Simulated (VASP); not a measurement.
A run of VASP 6.6.1 is set up as follows.

File POSCAR:

```
TlBr
1.0
    3.9461933130      0.0000000000      0.0000000000
    0.0000000000      3.9461933130      0.0000000000
    0.0000000000      0.0000000000      3.9461933130
Tl Br
1 1
Direct
    0.0000000000      0.0000000000      0.0000000000
    0.5000000000      0.5000000000      0.5000000000
```

File INCAR.step1:

```
  PREC = Accurate
  ENCUT = 500
  EDIFF = 1E-8
  ISMEAR = 0
  SIGMA = 0.01
  LREAL = False
  LASPH = True
  NELM = 80
  ALGO = Normal
  LWAVE = True
  LCHARG = False
```

The input INCAR.step2:

```
  PREC = Accurate
  ENCUT = 500
  EDIFF = 1E-8
  ISMEAR = 0
  SIGMA = 0.01
  LREAL = False
  LASPH = True
  NELM = 1
  ALGO = Exact
  LWAVE = True
  LCHARG = False
  NBANDS = 242
  LOPTICS = True
  ISTART = 1
```

INCAR.step3

```
  PREC = Accurate
  ENCUT = 500
  EDIFF = 1E-8
  ISMEAR = 0
  SIGMA = 0.01
  LREAL = False
  LASPH = True
  ALGO = EVGW0
  LWAVE = False
  LCHARG = False
  NELMGW = 1
  NBANDS = 242
  ENCUTGW = 140.0
  NOMEGA = 96
  PRECFOCK = Fast
  ISTART = 1
  NBANDSGW = 19
  OMEGAMAX = 20
```

Contents of KPOINTS:

```
Automatic mesh
0
Gamma
  4 4 4
```

Potentials or basis: VASP PAW LDA potentials, release 64 (Tl_d_GW, Br_GW).

Run with:

```bash
$ cat potpaw_LDA.64/Tl_d_GW/POTCAR potpaw_LDA.64/Br_GW/POTCAR > POTCAR
$ cp INCAR.step1 INCAR
$ mpirun -np 1 vasp_std > vasp.out
$ cp INCAR.step2 INCAR
$ mpirun -np 1 vasp_std > vasp.out
$ cp INCAR.step3 INCAR
$ mpirun -np 1 vasp_std > vasp.out
```

Question: What does it give for the quasiparticle gap?

Answer: 2.70 eV.

Question: Estimate the least direct quasiparticle gap.

Answer: 2.70 eV.

Question: Predict the least direct gap of the starting levels on the mesh.

Answer: 1.57 eV.

Question: Estimate the band gap of the starting levels on the mesh.

Answer: 1.57 eV.

Caveat: the k points lie up to 0.40 Å⁻¹ apart; bands, screening cutoff and mesh are small and nothing is extrapolated, so the quasiparticle values aren't converged; spin-orbit coupling is left out, which moves the levels of the heavy elements.
